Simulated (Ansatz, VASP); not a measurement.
# ReB6: VASP beside Ansatz

```xyz
7
Lattice="2.7378 1.5807 2.3832 -2.7378 1.5807 2.3832 0.0000 -3.1613 2.3832" Properties=species:S:1:pos:R:3 pbc="T T T"
Re    0.0000    0.0000    3.5748
B     0.8790    1.6396    4.7660
B    -1.8594   -0.0586    4.7660
B     0.9804   -1.5810    4.7660
B    -0.8790   -1.6396    2.3836
B     1.8594    0.0586    2.3836
B    -0.9804    1.5810    2.3836
```

Alike in both runs: functional PBE; k mesh 6 × 6 × 6; occupations gaussian, width 0.1 eV; no spin polarisation.

Ansatz relaxed the structure, and its values are those at the end. VASP's run is a single point on that final structure, the one shown.

```csv
,VASP,Ansatz
version,VASP 6.6.1,Ansatz 0.2.0
potentials or method,"VASP PAW PBE potentials, release 64 (Re, B), cutoff 520 eV","scalar-relativistic, plane waves, PAW"
valence electrons in the cell,25,33
```

VASP gave:

- gap on the k mesh at the Fermi level (eV): none
- pressure (GPa): 1.4
- rms of the force components (eV/Å): 0.016

**Question.** Which values does Ansatz return?

**Answer.** gap on the k mesh at the Fermi level (eV): none; pressure (GPa): 0.3; rms of the force components (eV/Å): 0.014.

A gap of «none» marks a metal or a gap that the smearing closes. With one functional, cell and mesh, what is left measures potentials, basis and numerics. VASP's potentials hold 25 valence electrons a cell and Ansatz's 33, so a difference there can come from the potentials and not from the codes.

Neither program's run includes spin-orbit coupling.
